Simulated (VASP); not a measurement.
# Ta in VASP: further runs

The runs below take Ta through single point, with PBEsol.

Everything below comes from runs of VASP 6.6.1. Logs are shortened: lines on timing, memory, paths and dates and some standing lists are left out, and cuts for length are marked.

**1. The cell of the first run**

The cell holds a slab with vacuum, 5 atoms: a = 3.281 Å, b = 3.281 Å, c = 22.563 Å, α = 90.00°, β = 90.00°, γ = 90.00°.

**2. Single point, PBEsol**

Input file INCAR:

```
ALGO = Normal ; DIPOL = 0.5 0.5 0.500
EDIFF = 1E-7 ; ENCUT = 520
GGA = PS ; IDIPOL = 3
ISIF = 2 ; ISMEAR = -1
LASPH = True ; LCHARG = False
LDIPOL = True ; LREAL = False
LWAVE = False ; NBANDS = 36
NELM = 100 ; PREC = Accurate
SIGMA = 0.08
```

Input file KPOINTS:

```
k-points
0
Gamma
  12 12 1
```

Input file POSCAR:

```
Ta
1.0
    3.2812985075      0.0000000000      0.0000000000
    0.0000000000      3.2812985075      0.0000000000
    0.0000000000      0.0000000000     22.5626000000
Ta
5
Direct
    0.0000000000      0.0000000000      0.3545691319
    0.5000000000      0.5000000000      0.4272845657
    0.0000000000      0.0000000000      0.5000000000
    0.5000000000      0.5000000000      0.5727154343
    0.0000000000      0.0000000000      0.6454308681
```

Potentials or basis: VASP PAW PBE potentials, release 64 (Ta_pv).

Launch:

```console
cat potpaw_PBE.64/Ta_pv/POTCAR > POTCAR
mpirun -np 1 vasp_std > vasp.out
```

OUTCAR:

```text
EDIFF = 1E-7
   ENCUT = 520
   GGA = PS
   ISIF = 2
   ISMEAR = -1
   LASPH = True
   LREAL = False
   NELM = 100
   PREC = Accurate

 ion  position               nearest neighbor table
   1  0.000  0.000  0.355-   2 2.84   2 2.84   2 2.84   2 2.84   3 3.28
   2  0.500  0.500  0.427-   1 2.84   1 2.84   1 2.84   1 2.84   3 2.84   3 2.84   3 2.84   3 2.84
                             4 3.28
   3  0.000  0.000  0.500-   2 2.84   4 2.84   2 2.84   4 2.84   2 2.84   4 2.84   2 2.84   4 2.84
                             1 3.28   5 3.28
   4  0.500  0.500  0.573-   5 2.84   5 2.84   5 2.84   5 2.84   3 2.84   3 2.84   3 2.84   3 2.84
                             2 3.28
   5  0.000  0.000  0.645-   4 2.84   4 2.84   4 2.84   4 2.84   3 3.28

  LATTYP: Found a simple tetragonal cell.
 ALAT       =     3.2812985075
 C/A-ratio  =     6.8761193011

  Lattice vectors:

 A1 = (   3.2812985075,   0.0000000000,   0.0000000000)
 A2 = (   0.0000000000,   3.2812985075,   0.0000000000)
 A3 = (   0.0000000000,   0.0000000000,  22.5626000000)

Analysis of symmetry for initial positions (statically):
=====================================================================
 Subroutine PRICEL returns:
 Original cell was already a primitive cell.

 Routine SETGRP: Setting up the symmetry group for a
 simple tetragonal supercell.

 Subroutine GETGRP returns: Found 16 space group operations
 (whereof 16 operations were pure point group operations)
 out of a pool of 16 trial point group operations.

The static configuration has the point symmetry D_4h.

Analysis of symmetry for dynamics (positions and initial velocities):
=====================================================================
 Subroutine PRICEL returns:
 Original cell was already a primitive cell.

 Routine SETGRP: Setting up the symmetry group for a
 simple tetragonal supercell.

 Subroutine GETGRP returns: Found 16 space group operations
 (whereof 16 operations were pure point group operations)
 out of a pool of 16 trial point group operations.

The dynamic configuration has the point symmetry D_4h.

 Subroutine INISYM returns: Found 16 space group operations
 (whereof 16 operations are pure point group operations),
 and found     1 'primitive' translations

----------------------------------------------------------------------------------------

                                     Primitive cell

  volume of cell :     242.9297

  direct lattice vectors                    reciprocal lattice vectors
     3.281298507  0.000000000  0.000000000     0.304757399  0.000000000  0.000000000
     0.000000000  3.281298507  0.000000000     0.000000000  0.304757399  0.000000000
     0.000000000  0.000000000 22.562600000     0.000000000  0.000000000  0.044321133

  length of vectors
     3.281298507  3.281298507 22.562600000     0.304757399  0.304757399  0.044321133

  position of ions in fractional coordinates (direct lattice)
     0.000000000  0.000000000  0.354569132
     0.500000000  0.500000000  0.427284566
     0.000000000  0.000000000  0.500000000
     0.500000000  0.500000000  0.572715434
     0.000000000  0.000000000  0.645430868

  ion indices of the primitive-cell ions
   primitive index   ion index
                 1           1
                 2           2
                 3           3
                 4           4
                 5           5

----------------------------------------------------------------------------------------

 KPOINTS: k-points

Automatic generation of k-mesh.
 Grid dimensions read from file:
 generate k-points for:   12   12    1

 Generating k-lattice:

  Cartesian coordinates                     Fractional coordinates (reciprocal lattice)
     0.025396450  0.000000000  0.000000000     0.083333333  0.000000000  0.000000000
     0.000000000  0.025396450  0.000000000     0.000000000  0.083333333  0.000000000
     0.000000000  0.000000000  0.044321133     0.000000000  0.000000000  1.000000000

  Length of vectors
     0.025396450  0.025396450  0.044321133

  Shift w.r.t. Gamma in fractional coordinates (k-lattice)
     0.000000000  0.000000000  0.000000000

 Subroutine IBZKPT returns following result:
 ===========================================

 Found     28 irreducible k-points:

 Following reciprocal coordinates:
            Coordinates               Weight
  0.000000  0.000000  0.000000      1.000000
  0.083333  0.000000  0.000000      4.000000
  0.166667  0.000000  0.000000      4.000000
  0.250000  0.000000  0.000000      4.000000
  0.333333  0.000000  0.000000      4.000000
  0.416667  0.000000  0.000000      4.000000
[... 16 lines left out ...]
  0.333333  0.333333  0.000000      4.000000
  0.416667  0.333333  0.000000      8.000000
 [... further k-points ...]
   k-points           NKPTS =     28   k-points in BZ     NKDIM =     28   number of bands    NBANDS=     36
   number of dos      NEDOS =    301   number of ions     NIONS =      5
   total plane-waves  NPLWV =  96768
   dimension x,y,z NGX =    24 NGY =   24 NGZ =  168
   dimension x,y,z NGXF=    48 NGYF=   48 NGZF=  336
   ions per type =               5
   NGX,Y,Z   is equivalent  to a cutoff of  12.16, 12.16, 12.38 a.u.
   NGXF,Y,Z  is equivalent  to a cutoff of  24.32, 24.32, 24.76 a.u.
 SYSTEM =  unknown system
   PREC   = accura    normal or accurate (medium, high low for compatibility)
   ISTART =      0    job   : 0-new  1-cont  2-samecut
   ICHARG =      2    charge: 1-file 2-atom 10-const
   ISPIN  =      1    spin polarized calculation?
   LNONCOLLINEAR =      F non collinear calculations
   LSORBIT =      F    spin-orbit coupling
   LASPH  =      T    aspherical Exc in radial PAW
   ENCUT  =  520.0 eV  38.22 Ry    6.18 a.u.   6.10  6.10 41.95*2*pi/ulx,y,z
   NELM   =    100;   NELMIN=  2; NELMDL= -5     # of ELM steps
   EDIFF  = 0.1E-06   stopping-criterion for ELM
   LREAL  =      F    real-space projection
   EDIFFG = 0.1E-05   stopping-criterion for IOM
   NSW    =      0    number of steps for IOM
   IBRION =     -1    ionic relax: 0-MD 1-quasi-New 2-CG
   NFREE  =      0    steps in history (QN), initial steepest desc. (CG)
   ISIF   =      2    stress and relaxation
   ISYM   =      2    0-nonsym 1-usesym 2-fastsym
   POTIM  = 0.5000    time-step for ionic-motion
   TEBEG  =    0.0;   TEEND  =   0.0 temperature during run
   PSTRESS=    0.0 pullay stress
   NELECT =      55.0000    total number of electrons
   NUPDOWN=      -1.0000    fix difference up-down
   EMIN   =  10.00;   EMAX   =-10.00  energy-range for DOS
   EFERMI =   0.00;   METHOD = LEGACY
   ISMEAR =    -1;   SIGMA  =   0.08  broadening in eV -4-tet -1-fermi 0-gaus
   EFERMI_NEDOS =   21; number of points for ismear=-14 and -15
   IALGO  =     38    algorithm
   IMIX   =      4    mixing-type and parameters
     AMIX     =   0.40;   BMIX     =  1.00
     AMIX_MAG =   1.60;   BMIX_MAG =  1.00
  volume/ion in A,a.u.               =      48.59       327.87
  Fermi-wavevector in a.u.,A,eV,Ry     =   0.997782  1.885534 13.545528  0.995568
  Thomas-Fermi vector in A             =   2.129961
   LORBIT       =      0    0 simple, 1 ext, 2 COOP (PROOUT), +10 PAW based schemes
   GGA     = PS    functional components
   LHFCALC =     F    Hartree Fock is set to
   AEXX    =    0.0000 exact exchange contribution
   IVDW    =     0    specifies the selected vdW correction
   LEPSILON=     F    determine dielectric tensor
   LRPA    =     F    only Hartree local field effects (RPA)
 non-spin polarized calculation
  energy-cutoff  :      520.00
  volume of cell :      242.93
 maximum number of plane-waves:      6590
   NGX = 13   NGY = 13   NGZ = 83

 dipolmoment           0.000000      0.000000      0.000000 electrons x Angstroem

 number of electron      55.0000020 magnetization

 dipolmoment           0.000000      0.000000     -0.000000 electrons x Angstroem

 Free energy of the ion-electron system (eV)
  ---------------------------------------------------
  ext. energy  EPLUGINS =         0.00000000
  ---------------------------------------------------
  free energy    TOTEN  =       -58.73608275 eV

  energy without entropy =      -58.62714214  energy(sigma->0) =      -58.68161245

 E-fermi :  -0.2853     XC(G=0):  -5.7642

 val. band max:       -0.2999562339   @ k =   0.0000   0.0000   0.0000
 cond. band min:      -0.2418027105   @ k =   0.5000   0.5000   0.0000
 fundamental gap:      0.0581535234
 Fermi energy:        -0.2853462219

 k-point     1 :       0.0000    0.0000    0.0000
  band No.  band energies     occupation
      1     -35.0436      2.00000
      2     -35.0397      2.00000
      3     -34.8625      2.00000
      4     -34.8625      2.00000
      5     -34.8575      2.00000
      6     -34.8575      2.00000
[... 28 lines left out ...]
     35       2.4259      0.00000
     36       2.4260      0.00000

 k-point     2 :       0.0833    0.0000    0.0000
  band No.  band energies     occupation
      1     -35.0460      2.00000
      2     -35.0415      2.00000
      3     -34.8792      2.00000
      4     -34.8777      2.00000
      5     -34.8579      2.00000
      6     -34.8534      2.00000
[... 28 lines left out ...]
     35       1.8817      0.00000
     36       2.2154      0.00000

 k-point     3 :       0.1667    0.0000    0.0000
  band No.  band energies     occupation
      1     -35.0523      2.00000
      2     -35.0485      2.00000
      3     -34.9284      2.00000
      4     -34.9252      2.00000
      5     -34.8454      2.00000
      6     -34.8422      2.00000
[... 28 lines left out ...]
     35       1.9664      0.00000
     36       1.9686      0.00000
[... 742 lines left out ...]
 k-point    23 :       0.3333    0.3333    0.0000
  band No.  band energies     occupation
      1     -35.0619      2.00000
      2     -35.0559      2.00000
      3     -35.0440      2.00000
      4     -35.0306      2.00000
      5     -34.9730      2.00000
      6     -34.9702      2.00000
[... 28 lines left out ...]
     35       2.8350      0.00000
     36       3.7884      0.00000

 k-point    24 :       0.4167    0.3333    0.0000
  band No.  band energies     occupation
      1     -35.0808      2.00000
      2     -35.0761      2.00000
      3     -35.0591      2.00000
      4     -35.0540      2.00000
      5     -34.9670      2.00000
      6     -34.9643      2.00000
[... 28 lines left out ...]
     35       2.9954      0.00000
     36       3.7638      0.00000

 [... further k-points ...]

------------------------ aborting loop because EDIFF is reached ----------------------------------------

 vacuum level on the upper side and lower side of the slab       (xc-potential included)        -0.009        -0.009

  FORCE on cell =-STRESS in cart. coord.  units (eV):
  Direction    XX          YY          ZZ          XY          YZ          ZX
  --------------------------------------------------------------------------------------
  -------------------------------------------------------------------------------------
  Total       -6.6811065     -6.6811065     -4.9025623      0.0000000     -0.0000000      0.0000000
  in kB      -44.0634353    -44.0634353    -32.3335267      0.0000000     -0.0000000      0.0000000
  external PRESSURE =     -40.1534657 kB  Pullay stress =       0.0000000 kB

 VOLUME and BASIS-vectors are now :
 -----------------------------------------------------------------------------
  energy-cutoff  :      520.00
  volume of cell :      242.93
      direct lattice vectors                 reciprocal lattice vectors
     3.281298507  0.000000000  0.000000000     0.304757399  0.000000000  0.000000000
     0.000000000  3.281298507  0.000000000     0.000000000  0.304757399  0.000000000
     0.000000000  0.000000000 22.562600000     0.000000000  0.000000000  0.044321133

 POSITION                                       TOTAL-FORCE (eV/Angst)
 -----------------------------------------------------------------------------------
      0.00000      0.00000      8.00000         0.000000     -0.000000      1.475348
      1.64065      1.64065      9.64065         0.000000      0.000000     -1.466247
      0.00000      0.00000     11.28130        -0.000000      0.000000      0.000000
      1.64065      1.64065     12.92195        -0.000000      0.000000      1.466247
      0.00000      0.00000     14.56260        -0.000000     -0.000000     -1.475348
 -----------------------------------------------------------------------------------
    total drift:                                0.000000      0.000000     -0.000000

  FREE ENERGIE OF THE ION-ELECTRON SYSTEM (eV)
  ---------------------------------------------------
  free  energy   TOTEN  =       -58.7360827480 eV

  energy  without entropy=      -58.6271421434  energy(sigma->0) =      -58.68161245

 vacuum level on the upper side and lower side of the slab         3.761         3.761
```

It took 2.3 min on 1 thread of Intel Xeon 6975P-C (Granite Rapids), shared host; peak memory 0.4 GiB.

What came out:

```yaml
Free_energy: -58.7361 eV
Largest_force: 1.475 eV/Å
Band_gap_on_the_k_mesh: zero (an odd number of electrons rules out a gap without spin polarisation)
```

Forces on the atoms (eV/Å):
```
Ta   0.000  0.000  1.475
Ta   0.000  0.000 -1.466
Ta   0.000  0.000  0.000
Ta   0.000  0.000  1.466
Ta   0.000  0.000 -1.475
```

Levels at points of the mesh, in eV from the Fermi level:
| k point | band 24 | band 25 | band 26 | band 27 | band 28 | band 29 | band 30 | band 31 | band 32 | band 33 |
| --- | --- | --- | --- | --- | --- | --- | --- | --- | --- | --- |
| (0.00, 0.00, 0.00) | -0.19 | -0.01 | 0.46 | 0.46 | 0.50 | 0.50 | 0.72 | 0.79 | 1.19 | 1.19 |
| (0.50, 0.00, 0.00) | -1.05 | -0.62 | -0.41 | -0.35 | -0.20 | 0.45 | 0.63 | 1.04 | 1.65 | 1.94 |
| (0.50, 0.50, 0.00) | -1.62 | -1.23 | -1.23 | 0.04 | 0.04 | 2.05 | 2.05 | 2.46 | 2.46 | 2.46 |

Caveat: the PAW data sets were made with another functional, which shifts forces and pressure a little; spin-orbit coupling is left out, which moves the levels of the heavy elements.

[end of part 1 of 2]

The gap in the log of VASP goes by the Fermi energy; the results here count the filled bands.